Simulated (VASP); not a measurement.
**CdSe (k07): single point with PBEsol**

CdSe (k07):

```xyz
4
Lattice="4.3021 0.0000 0.0000 -2.1510 3.7257 0.0000 0.0000 0.0000 7.0218" Properties=species:S:1:pos:R:3 pbc="T T T"
Cd    0.0000    2.4838   -0.1299
Cd    2.1510    1.2419    3.3810
Se    0.0000    2.4838    2.7701
Se    2.1510    1.2419    6.2810
```

```
Program             : VASP 6.6.1
Task                : single point
Functional          : PBEsol
Potentials or basis : VASP PAW PBE potentials, release 64 (Cd, Se)
Cutoff              : 520 eV
k mesh              : 15 × 15 × 8
Occupations         : gaussian, width 0.01 eV
Spin                : no spin polarisation
```

The pressure is 1.4 GPa, the largest force is 0.699 eV/Å and the band gap on the k mesh is 0.69 eV, indirect (least direct gap 0.69 eV).

Forces on the atoms (eV/Å):
```
Cd   0.000  0.000  0.699
Cd   0.000  0.000  0.699
Se   0.000  0.000 -0.699
Se   0.000  0.000 -0.699
```

Stress tensor (GPa, compression positive):
```
 3.27  0.00  0.00
 0.00  3.27  0.00
 0.00  0.00 -2.39
```

Levels at points of the mesh, in eV from the valence-band top:
```
           k point  band 14  band 15  band 16  band 17  band 18  band 19  band 20  band 21  band 22  band 23
(0.00, 0.00, 0.00)    -0.63    -0.63    -0.03    -0.03    -0.01     0.69     1.74     5.81     5.81     6.22
(0.00, 0.00, 0.50)    -2.36    -0.34    -0.34    -0.34    -0.34     2.09     2.09     5.72     5.72     6.14
```

It took 8.5 min on 1 thread of Oxide Virtual Turin-like Processor, with other jobs on the host, peak memory 0.44 GiB.

Caveat: the PAW data sets were made with another functional, which shifts forces and pressure a little. A k mesh can miss the band edges.
